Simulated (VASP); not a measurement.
Here is a VASP 6.6.1 calculation.

The input INCAR:

```
ALGO = Normal ; EDIFF = 1E-6
EDIFFG = -0.005 ; ENCUT = 600
GGA = CA ; IBRION = 2
ISIF = 3 ; ISMEAR = 0
LASPH = True ; LCHARG = False
LREAL = False ; LWAVE = False
NELM = 100 ; NSW = 100
PREC = Accurate ; SIGMA = 0.1
```

The input KPOINTS:

```
k-points
0
Gamma
  14 14 12
```

POSCAR

```
NbRh
1.0
    2.8420000000      0.0000000000      0.0000000000
    0.0000000000      2.8420000000      0.0000000000
    0.0000000000      0.0000000000      3.8090000000
Nb Rh
1 1
Direct
    0.0000000000      0.0000000000      0.0000000000
    0.5000000000      0.5000000000      0.5000000000
```

Potentials or basis: VASP PAW LDA potentials, release 64 (Nb_sv, Rh_pv).

Command:

```sh
$ cat potpaw_LDA.64/Nb_sv/POTCAR potpaw_LDA.64/Rh_pv/POTCAR > POTCAR
$ mpirun -np 1 vasp_std > vasp.out
```

(1) Estimate the relaxed cell.

(2) Predict the band gap on the k mesh.

(3) Estimate the space group after relaxing (to 0.05 Å).

(4) What does it give for the relaxed volume?

Results:

(1) a = 2.807 Å, b = 2.807 Å, c = 3.815 Å, α = 90.00°, β = 90.00°, γ = 90.00°.

(2) zero (band 14 reaches 15.88 eV, above the bottom of band 15 at 10.87 eV).

(3) P4/mmm (No. 123).

(4) 15.03 Å³/atom.
